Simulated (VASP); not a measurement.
Here is a VASP 6.6.1 calculation.

Contents of INCAR:

```
SYSTEM = B2Pt
  PREC = Accurate
  ENCUT = 600
  EDIFF = 1E-6
  ISMEAR = 0
  SIGMA = 0.1
  LREAL = .FALSE.
  LASPH = .TRUE.
  NELM = 100
  ALGO = Normal
  ISIF = 3
  LWAVE = .FALSE.
  LCHARG = .FALSE.
  GGA = PE
  IBRION = 2
  NSW = 90
  EDIFFG = -0.04
```

File KPOINTS:

```
regular mesh
0
G
  6 6 6
  0 0 0
```

File POSCAR:

```
B2Pt
1.0
    3.0451014298      0.0000000000      0.0000000000
   -1.5225507149      2.6371351953      0.0000000000
    0.0000000000      0.0000000000      3.2879002149
B Pt
2 1
Direct
    0.3333333333      0.6666666667      0.5000000000
    0.6666666667      0.3333333333      0.5000000000
    0.0000000000      0.0000000000      0.0000000000
```

Potentials or basis: VASP PAW PBE potentials, release 64 (B, Pt).

Launch:

```bash
$ cat potpaw_PBE.64/B/POTCAR potpaw_PBE.64/Pt/POTCAR > POTCAR
$ mpirun -np 1 vasp_std > vasp.out
```

(1) Estimate the band gap on the k mesh.

(2) Predict the relaxed volume.

(3) Estimate the relaxed cell.

Results:

(1) zero (bands 8 and 9 overlap by 1.41 eV).

(2) 9.82 Å³/atom.

(3) a = 3.049 Å, b = 3.049 Å, c = 3.659 Å, α = 90.00°, β = 90.00°, γ = 120.00°.

Caveat: the k points lie up to 0.40 Å⁻¹ apart in the final cell, too coarse for converged energies and pressures of a metal; spin-orbit coupling is left out, which moves the levels of the heavy elements.
